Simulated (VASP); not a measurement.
Wanted: the native input for a VASP 6.6.1 run.

```
Task                   : relaxation of the atoms
Functional             : PBEsol
Potentials or basis    : VASP PAW PBE potentials, release 64 (Pb_d, Se)
Cutoff                 : 450 eV
k mesh                 : 9 × 9 × 9
Occupations            : gaussian, width 0.01 eV
Spin                   : no spin polarisation
Dipole correction      : no
Further INCAR settings : ALGO = Normal; EDIFF = 1e-07; IBRION = 2; EDIFFG = -0.002; NSW = 60
```

The structure of PbSe (sol) lies in POSCAR:

```
PbSe
1.0
    0.0628290344      3.0683320673      3.0683320673
    3.0683320673      0.0628290344      3.0683320673
    3.0683320673      3.0683320673      0.0628290344
Pb Se
1 1
Direct
    0.0000000000      0.0000000000      0.0000000000
    0.5000000000      0.5000000000      0.5000000000
```

This cell differs from its parent crystal: strained cell.

One way to write it, as run:

INCAR

```
ALGO     = Normal         # electronic algorithm
EDIFF    = 1E-7           # SCF threshold, eV
EDIFFG   = -0.002         # ionic threshold
ENCUT    = 450            # plane-wave cutoff, eV
GGA      = PS             # functional
GGA_COMPAT= F            
IBRION   = 2              # ionic algorithm
ISIF     = 2              # what is computed and relaxed
ISMEAR   = 0              # smearing method
LASPH    = T              # aspherical terms in the spheres
LCHARG   = F              # write CHGCAR
LREAL    = F              # projectors in reciprocal space
LWAVE    = F              # write WAVECAR
NELM     = 120            # most SCF steps
NELMIN   = 4            
NSW      = 60             # ionic steps
PREC     = Accurate       # precision mode
SIGMA    = 0.01           # smearing width, eV
```

KPOINTS

```
k-points
0
Gamma
  9 9 9
```

Potentials or basis: VASP PAW PBE potentials, release 64 (Pb_d, Se).

Command:

```console
$ cat potpaw_PBE.64/Pb_d/POTCAR potpaw_PBE.64/Se/POTCAR > POTCAR
$ mpirun -np 1 vasp_std > vasp.out
```

It gave:

```yaml
Pressure_after_relaxing: 0.8 GPa
Band_gap_on_the_k_mesh: 0.44 eV, indirect (least direct gap 0.61 eV)
```

Caveat: the cell differs from its parent crystal (strained cell); the relaxation stopped at its first step, so nothing moved; the PAW data sets were made with another functional, which shifts forces and pressure a little; spin-orbit coupling is left out, which moves the levels of the heavy elements.

Run time: 50 s on 1 thread of Intel Xeon 6975P-C (shared host), peak memory 0.21 GiB.
